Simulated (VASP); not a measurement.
# RbBr (Pmm2) in VASP: further runs

The runs below take RbBr through single point, with PBEsol.

Program: VASP 6.6.1. These are calculated values, not measurements. Logs are shortened: lines on timing, memory, paths and dates and some standing lists are left out, and cuts for length are marked.

### 1 The cell of the first run

The structure is orthorhombic, space group Pmm2 (No. 25). The conventional cell has a = 3.907 Å, b = 4.070 Å, c = 3.907 Å, α = 90.00°, β = 90.00°, γ = 90.00°. Within 4.0 Å of Rb (site symmetry mm2) lie 8 Br at 3.05 to 3.94 Å and 4 Rb at 3.91 Å. Within 4.0 Å of Br (site symmetry mm2) lie 8 Rb at 3.05 to 3.94 Å and 4 Br at 3.91 Å.

### 2 Single point, PBEsol

INCAR reads:

```
PREC     = Accurate       # precision mode
ENCUT    = 520            # plane-wave cutoff, eV
EDIFF    = 1E-7           # SCF threshold, eV
ISMEAR   = 0              # smearing method
SIGMA    = 0.05           # smearing width, eV
LREAL    = False          # projectors in reciprocal space
LASPH    = True           # aspherical terms in the spheres
NELM     = 100            # most SCF steps
ALGO     = Normal         # electronic algorithm
ISIF     = 2              # what is computed and relaxed
LWAVE    = False          # write WAVECAR
LCHARG   = True           # write CHGCAR
GGA      = PS             # functional
LELF     = True           # ELF
LVHAR    = True         
NBANDS   = 15             # bands
```

KPOINTS reads:

```
regular mesh
0
Gamma
  6 6 6
```

POSCAR reads:

```
RbBr
1.0
    3.9073620998      0.0000000000      0.0000000000
    0.0000000000      3.9073620998      0.0000000000
    0.0000000000      0.0000000000      4.0701688540
Rb Br
1 1
Direct
   -0.0992287032      0.0000000000      0.0000000000
    0.6061381027      0.5000000000      0.5000000000
```

Potentials or basis: VASP PAW PBE potentials, release 64 (Rb_sv, Br).

Started as:

```bash
cat potpaw_PBE.64/Rb_sv/POTCAR potpaw_PBE.64/Br/POTCAR > POTCAR
mpirun -np 1 vasp_std > vasp.out
```

OUTCAR:

```text
PREC = Accurate
   ENCUT = 520
   EDIFF = 1E-7
   ISMEAR = 0
   LREAL = False
   LASPH = True
   NELM = 100
   ISIF = 2
   GGA = PS

 ion  position               nearest neighbor table
   1  0.901  0.000  0.000-   2 3.05   2 3.05   2 3.05   2 3.05   2 3.94   2 3.94   2 3.94   2 3.94

   2  0.606  0.500  0.500-   1 3.05   1 3.05   1 3.05   1 3.05   1 3.94   1 3.94   1 3.94   1 3.94

  LATTYP: Found a simple tetragonal cell.
 ALAT       =     3.9073620998
 C/A-ratio  =     1.0416666667

  Lattice vectors:

 A1 = (   3.9073620998,   0.0000000000,   0.0000000000)
 A2 = (   0.0000000000,   3.9073620998,   0.0000000000)
 A3 = (   0.0000000000,   0.0000000000,   4.0701688540)

Analysis of symmetry for initial positions (statically):
=====================================================================
 Subroutine PRICEL returns:
 Original cell was already a primitive cell.

 Routine SETGRP: Setting up the symmetry group for a
 simple tetragonal supercell.

 Subroutine GETGRP returns: Found  4 space group operations
 (whereof  4 operations were pure point group operations)
 out of a pool of 16 trial point group operations.

The static configuration has the point symmetry C_2v.

Analysis of symmetry for dynamics (positions and initial velocities):
=====================================================================
 Subroutine PRICEL returns:
 Original cell was already a primitive cell.

 Routine SETGRP: Setting up the symmetry group for a
 simple tetragonal supercell.

 Subroutine GETGRP returns: Found  4 space group operations
 (whereof  4 operations were pure point group operations)
 out of a pool of 16 trial point group operations.

The dynamic configuration has the point symmetry C_2v.

 Subroutine INISYM returns: Found  4 space group operations
 (whereof  4 operations are pure point group operations),
 and found     1 'primitive' translations

----------------------------------------------------------------------------------------

                                     Primitive cell

  volume of cell :      62.1412

  direct lattice vectors                    reciprocal lattice vectors
     3.907362100  0.000000000  0.000000000     0.255927138  0.000000000  0.000000000
     0.000000000  3.907362100  0.000000000     0.000000000  0.255927138  0.000000000
     0.000000000  0.000000000  4.070168854     0.000000000  0.000000000  0.245690053

  length of vectors
     3.907362100  3.907362100  4.070168854     0.255927138  0.255927138  0.245690053

  position of ions in fractional coordinates (direct lattice)
     0.900771297  0.000000000  0.000000000
     0.606138103  0.500000000  0.500000000

  ion indices of the primitive-cell ions
   primitive index   ion index
                 1           1
                 2           2

----------------------------------------------------------------------------------------

 KPOINTS: regular mesh

Automatic generation of k-mesh.
 Grid dimensions read from file:
 generate k-points for:    6    6    6

 Generating k-lattice:

  Cartesian coordinates                     Fractional coordinates (reciprocal lattice)
     0.042654523  0.000000000  0.000000000     0.166666667  0.000000000  0.000000000
     0.000000000  0.042654523  0.000000000     0.000000000  0.166666667  0.000000000
     0.000000000  0.000000000  0.040948342     0.000000000  0.000000000  0.166666667

  Length of vectors
     0.042654523  0.042654523  0.040948342

  Shift w.r.t. Gamma in fractional coordinates (k-lattice)
     0.000000000  0.000000000  0.000000000

 Subroutine IBZKPT returns following result:
 ===========================================

 Found     64 irreducible k-points:

 Following reciprocal coordinates:
            Coordinates               Weight
  0.000000  0.000000  0.000000      1.000000
  0.166667  0.000000  0.000000      2.000000
  0.000000  0.166667  0.000000      2.000000
  0.333333  0.000000  0.000000      2.000000
  0.000000  0.333333  0.000000      2.000000
  0.500000  0.000000  0.000000      1.000000
[... 16 lines left out ...]
  0.000000  0.500000  0.166667      2.000000
  0.166667  0.166667  0.166667      8.000000
 [... further k-points ...]
   k-points           NKPTS =     64   k-points in BZ     NKDIM =     64   number of bands    NBANDS=     15
   number of dos      NEDOS =    301   number of ions     NIONS =      2
   total plane-waves  NPLWV =  27000
   dimension x,y,z NGX =    30 NGY =   30 NGZ =   30
   dimension x,y,z NGXF=    60 NGYF=   60 NGZF=   60
   ions per type =               1   1
   NGX,Y,Z   is equivalent  to a cutoff of  12.76, 12.76, 12.25 a.u.
   NGXF,Y,Z  is equivalent  to a cutoff of  25.53, 25.53, 24.51 a.u.
 SYSTEM =  unknown system
   PREC   = accura    normal or accurate (medium, high low for compatibility)
   ISTART =      0    job   : 0-new  1-cont  2-samecut
   ICHARG =      2    charge: 1-file 2-atom 10-const
   ISPIN  =      1    spin polarized calculation?
   LNONCOLLINEAR =      F non collinear calculations
   LSORBIT =      F    spin-orbit coupling
   LASPH  =      T    aspherical Exc in radial PAW
   ENCUT  =  520.0 eV  38.22 Ry    6.18 a.u.   7.27  7.27  7.57*2*pi/ulx,y,z
   NELM   =    100;   NELMIN=  2; NELMDL= -5     # of ELM steps
   EDIFF  = 0.1E-06   stopping-criterion for ELM
   LREAL  =      F    real-space projection
   EDIFFG = 0.1E-05   stopping-criterion for IOM
   NSW    =      0    number of steps for IOM
   IBRION =     -1    ionic relax: 0-MD 1-quasi-New 2-CG
   NFREE  =      0    steps in history (QN), initial steepest desc. (CG)
   ISIF   =      2    stress and relaxation
   ISYM   =      2    0-nonsym 1-usesym 2-fastsym
   POTIM  = 0.5000    time-step for ionic-motion
   TEBEG  =    0.0;   TEEND  =   0.0 temperature during run
   PSTRESS=    0.0 pullay stress
   NELECT =      16.0000    total number of electrons
   NUPDOWN=      -1.0000    fix difference up-down
   EMIN   =  10.00;   EMAX   =-10.00  energy-range for DOS
   EFERMI =   0.00;   METHOD = LEGACY
   ISMEAR =     0;   SIGMA  =   0.05  broadening in eV -4-tet -1-fermi 0-gaus
   EFERMI_NEDOS =   21; number of points for ismear=-14 and -15
   IALGO  =     38    algorithm
   IMIX   =      4    mixing-type and parameters
     AMIX     =   0.40;   BMIX     =  1.00
     AMIX_MAG =   1.60;   BMIX_MAG =  1.00
  volume/ion in A,a.u.               =      31.07       209.67
  Fermi-wavevector in a.u.,A,eV,Ry     =   1.041490  1.968130 14.758246  1.084700
  Thomas-Fermi vector in A             =   2.176113
   LORBIT       =      0    0 simple, 1 ext, 2 COOP (PROOUT), +10 PAW based schemes
   GGA     = PS    functional components
   LHFCALC =     F    Hartree Fock is set to
   AEXX    =    0.0000 exact exchange contribution
   IVDW    =     0    specifies the selected vdW correction
   LEPSILON=     F    determine dielectric tensor
   LRPA    =     F    only Hartree local field effects (RPA)
 non-spin polarized calculation
 Gauss-broadening in eV      SIGMA  =   0.05
  energy-cutoff  :      520.00
  volume of cell :       62.14
 maximum number of plane-waves:      1693
 NGX is ok and might be reduce to    30
   NGX = 15   NGY = 15   NGZ = 15

 number of electron      16.0000000 magnetization

 Free energy of the ion-electron system (eV)
  ---------------------------------------------------
  ext. energy  EPLUGINS =         0.00000000
  ---------------------------------------------------
  free energy    TOTEN  =        -5.82731734 eV

  energy without entropy =       -5.82731734  energy(sigma->0) =       -5.82731734

 E-fermi :   0.1464     XC(G=0):  -8.5567

 val. band max:       -0.0653666528   @ k =   0.0000   0.5000   0.1667
 cond. band min:       4.0956237107   @ k =   0.0000   0.0000   0.0000
 fundamental gap:      4.1609903635
 Fermi energy:         0.1464163290

 k-point     1 :       0.0000    0.0000    0.0000
  band No.  band energies     occupation
      1     -24.8936      2.00000
      2     -13.1111      2.00000
      3      -8.9948      2.00000
      4      -8.9166      2.00000
      5      -8.8019      2.00000
      6      -0.5378      2.00000
      7      -0.4434      2.00000
      8      -0.2504      2.00000
      9       4.0956      0.00000
     10       4.8664      0.00000
     11       6.8522      0.00000
     12       9.4053      0.00000
     13      10.3894      0.00000
     14      10.6017      0.00000
     15      10.9488      0.00000

 k-point     2 :       0.1667    0.0000    0.0000
  band No.  band energies     occupation
      1     -24.8834      2.00000
      2     -13.0965      2.00000
      3      -8.9743      2.00000
      4      -8.9015      2.00000
      5      -8.8983      2.00000
      6      -1.0400      2.00000
      7      -0.4588      2.00000
      8      -0.2554      2.00000
      9       4.7688      0.00000
     10       5.0985      0.00000
     11       7.5517      0.00000
     12       9.5293      0.00000
     13       9.8845      0.00000
     14      10.2367      0.00000
     15      10.5999      0.00000

 k-point     3 :       0.0000    0.1667    0.0000
  band No.  band energies     occupation
      1     -24.8811      2.00000
      2     -13.1408      2.00000
      3      -8.9802      2.00000
      4      -8.9587      2.00000
      5      -8.7525      2.00000
      6      -0.8836      2.00000
      7      -0.5729      2.00000
      8      -0.4354      2.00000
      9       4.6814      0.00000
     10       5.6458      0.00000
     11       6.7184      0.00000
     12       9.3168      0.00000
     13       9.4512      0.00000
     14      10.8882      0.00000
     15      11.4406      0.00000

 k-point     4 :       0.3333    0.0000    0.0000
  band No.  band energies     occupation
      1     -24.8629      2.00000
      2     -13.0700      2.00000
      3      -9.0810      2.00000
      4      -8.9326      2.00000
      5      -8.8614      2.00000
      6      -1.8383      2.00000
      7      -0.4930      2.00000
      8      -0.2679      2.00000
      9       5.5179      0.00000
     10       6.4270      0.00000
     11       8.6914      0.00000
     12       9.0679      0.00000
     13       9.4031      0.00000
     14       9.8115      0.00000
     15      10.3805      0.00000
[... 307 lines left out ...]
 k-point    22 :       0.5000    0.0000    0.1667
  band No.  band energies     occupation
      1     -24.8446      2.00000
      2     -13.0581      2.00000
      3      -9.3054      2.00000
      4      -8.8468      2.00000
      5      -8.8212      2.00000
      6      -2.0501      2.00000
      7      -0.7457      2.00000
      8      -0.3167      2.00000
      9       6.2055      0.00000
     10       7.2055      0.00000
     11       7.7757      0.00000
     12       8.3213      0.00000
     13       9.2748      0.00000
     14      10.6815      0.00000
     15      10.9212      0.00000

 k-point    23 :       0.0000    0.5000    0.1667
  band No.  band energies     occupation
      1     -24.8366      2.00000
      2     -13.1633      2.00000
      3      -9.0389      2.00000
      4      -9.0125      2.00000
      5      -8.8232      2.00000
      6      -1.9508      2.00000
      7      -1.0508      2.00000
      8      -0.0654      2.00000
      9       5.9047      0.00000
     10       6.6108      0.00000
     11       8.2627      0.00000
     12       8.4801      0.00000
     13      10.3161      0.00000
     14      10.7023      0.00000
     15      10.7782      0.00000

 k-point    24 :       0.1667    0.1667    0.1667
  band No.  band energies     occupation
      1     -24.8630      2.00000
      2     -13.1232      2.00000
      3      -9.0709      2.00000
      4      -9.0124      2.00000
      5      -8.7331      2.00000
      6      -1.1333      2.00000
      7      -0.7739      2.00000
      8      -0.6559      2.00000
      9       5.6304      0.00000
     10       6.2475      0.00000
     11       7.2615      0.00000
     12       8.7889      0.00000
     13       9.1862      0.00000
     14      10.1813      0.00000
     15      11.7073      0.00000

 [... further k-points ...]
[... 5 lines left out ...]
  --------------------------------------------------------------------------------------
  -------------------------------------------------------------------------------------
  Total        1.4117852      3.1703395      2.8787156      0.0000000      0.0000000      0.0000000
  in kB       36.3998396     81.7403708     74.2214778      0.0000000      0.0000000      0.0000000
  external PRESSURE =      64.1205627 kB  Pullay stress =       0.0000000 kB

 VOLUME and BASIS-vectors are now :
 -----------------------------------------------------------------------------
  energy-cutoff  :      520.00
  volume of cell :       62.14
      direct lattice vectors                 reciprocal lattice vectors
     3.907362100  0.000000000  0.000000000     0.255927138  0.000000000  0.000000000
     0.000000000  3.907362100  0.000000000     0.000000000  0.255927138  0.000000000
     0.000000000  0.000000000  4.070168854     0.000000000  0.000000000  0.245690053

 POSITION                                       TOTAL-FORCE (eV/Angst)
 -----------------------------------------------------------------------------------
      3.51964      0.00000      0.00000         1.064481      0.000000      0.000000
      2.36840      1.95368      2.03508        -1.064481      0.000000      0.000000
 -----------------------------------------------------------------------------------
    total drift:                               -0.000114      0.000000      0.000001

  FREE ENERGIE OF THE ION-ELECTRON SYSTEM (eV)
  ---------------------------------------------------
  free  energy   TOTEN  =        -5.8273173399 eV

  energy  without entropy=       -5.8273173399  energy(sigma->0) =       -5.82731734
```

It took 37 s on 1 thread of Intel Xeon Platinum 8375C at 2.90GHz (Ice Lake), shared host; peak memory 0.2 GiB.

What came out:

* Free energy: -5.8273 eV
* Pressure: 6.4 GPa
* Largest force: 1.064 eV/Å
* Band gap on the k mesh: 4.16 eV, indirect (least direct gap 4.35 eV)

Forces in eV/Å, atoms in the order of the input:
```
Rb   1.064  0.000  0.000
Br  -1.064  0.000  0.000
```

Levels at points of the mesh, in eV from the valence-band top:
| k point | band 6 | band 7 | band 8 | band 9 | band 10 | band 11 |
| --- | --- | --- | --- | --- | --- | --- |
| (0.00, 0.00, 0.00) | -0.47 | -0.38 | -0.18 | 4.16 | 4.93 | 6.92 |
| (0.50, 0.00, 0.00) | -2.11 | -0.45 | -0.21 | 5.94 | 7.76 | 8.62 |
| (0.00, 0.50, 0.00) | -2.14 | -0.89 | -0.05 | 6.02 | 6.64 | 7.95 |
| (0.50, 0.50, 0.00) | -1.49 | -1.39 | -0.62 | 5.46 | 6.10 | 7.84 |
| (0.00, 0.00, 0.50) | -2.08 | -0.64 | -0.09 | 5.94 | 6.53 | 7.90 |
| (0.50, 0.00, 0.50) | -1.43 | -1.39 | -0.39 | 5.37 | 6.43 | 8.19 |
| (0.00, 0.50, 0.50) | -1.14 | -1.02 | -0.10 | 5.49 | 7.25 | 8.28 |
| (0.50, 0.50, 0.50) | -1.71 | -1.43 | -1.35 | 6.85 | 6.87 | 9.08 |

Caveat: the PAW data sets were made with another functional, which shifts forces and pressure a little. A k mesh can miss the band edges.

### 3 Single point, PBEsol

INCAR reads:

```
  PREC = Accurate
  ENCUT = 520
  EDIFF = 1E-6
  ISMEAR = 0
  SIGMA = 0.05
  LREAL = F
  LASPH = T
  NELM = 80
  ALGO = Normal
  ISIF = 2
  LWAVE = F
  LCHARG = F
  GGA = PS
  NBANDS = 15
```

KPOINTS reads:

```
Automatic mesh
0
Gamma
  6 6 6
```

POSCAR reads:

```
RbBr
1.0
    3.9073620998      0.0000000000      0.0000000000
    0.0000000000      3.9073620998      0.0000000000
    0.0000000000      0.0000000000      4.0701688540
Rb Br
1 1
Direct
   -0.0595372219      0.0000000000      0.0000000000
    0.5636828616      0.5000000000      0.5000000000
```

Potentials or basis: VASP PAW PBE potentials, release 64 (Rb_sv, Br).

Started as:

```bash
cat potpaw_PBE.64/Rb_sv/POTCAR potpaw_PBE.64/Br/POTCAR > POTCAR
mpirun -np 1 vasp_std > vasp.out
```

Wall time 20 s (1 thread of Intel Xeon 6975P-C (Granite Rapids), shared host); peak memory 0.2 GiB.

Results (log left out):

| Property | Result |
| --- | --- |
| Free energy | -6.1062 eV |
| Pressure | 3.6 GPa |
| Largest force | 0.659 eV/Å |
| Band gap on the k mesh | 4.27 eV, indirect (least direct gap 4.40 eV) |

Forces in eV/Å, atoms in the order of the input:
```
Rb   0.659  0.000  0.000
Br  -0.659  0.000  0.000
```

Stress tensor (GPa, compression positive):
```
3.00 0.00 0.00
0.00 4.42 0.00
0.00 0.00 3.30
```

Levels at points of the mesh, in eV from the valence-band top:
```tsv
k point	band 4	band 5	band 6	band 7	band 8	band 9	band 10	band 11	band 12	band 13
(0.00, 0.00, 0.00)	-8.83	-8.78	-0.34	-0.27	-0.13	4.27	5.13	5.95	9.86	10.36
(0.50, 0.00, 0.00)	-8.81	-8.75	-2.12	-0.47	-0.20	6.39	7.64	8.48	9.06	9.49
(0.00, 0.50, 0.00)	-8.78	-8.77	-2.12	-0.63	-0.11	6.47	7.19	7.97	8.24	10.28
(0.50, 0.50, 0.00)	-9.20	-8.73	-1.31	-1.27	-0.32	5.31	5.98	7.72	7.93	11.37
(0.00, 0.00, 0.50)	-8.78	-8.75	-2.07	-0.39	-0.15	6.41	7.08	7.83	8.13	10.62
(0.50, 0.00, 0.50)	-9.11	-8.70	-1.31	-1.22	-0.10	5.24	6.32	8.09	8.42	10.86
(0.00, 0.50, 0.50)	-9.29	-8.71	-1.23	-1.11	0.00	5.30	6.68	8.15	8.30	11.69
(0.50, 0.50, 0.50)	-9.21	-9.14	-1.72	-1.63	-1.55	7.65	7.69	8.79	10.31	10.77
```

Caveat: the PAW data sets were made with another functional, which shifts forces and pressure a little. A k mesh can miss the band edges.

[end of part 1 of 2]
